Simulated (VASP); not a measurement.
A run of VASP 6.6.1:

Contents of INCAR:

```
ALGO = Fast
EDIFF = 1E-6
ENCUT = 520
GGA = PS
ISIF = 2
ISMEAR = 0
LASPH = T
LCHARG = F
LREAL = F
LWAVE = F
NBANDS = 18
NELM = 60
PREC = Accurate
SIGMA = 0.15
```

The input KPOINTS:

```
k-points
0
Gamma
  24 24 12
```

Contents of POSCAR:

```
Au
1.0
    1.2690135280     -2.2653027890      0.0000000000
    1.2690135280      2.2653027890      0.0000000000
    0.0000000000      0.0000000000      4.8006775662
Au
2
Direct
    0.6638639510      0.3361360490      0.2500000000
    0.3361360490      0.6638639510      0.7500000000
```

Potentials or basis: VASP PAW PBE potentials, release 64 (Au).

Command:

```sh
$ cat potpaw_PBE.64/Au/POTCAR > POTCAR
$ mpirun -np 1 vasp_std > vasp.out
```

Hardware: 1 thread of AMD EPYC 9R45 96-Core Processor (Zen 5) (shared host).

**Question.** Estimate the wall time of this run.

**Answer.** Wall time 3.7 min on 1 thread of AMD EPYC 9R45 96-Core Processor (Zen 5), with other jobs on the host, peak memory 0.48 GiB. Counts: scf iterations 12, k points 1099.
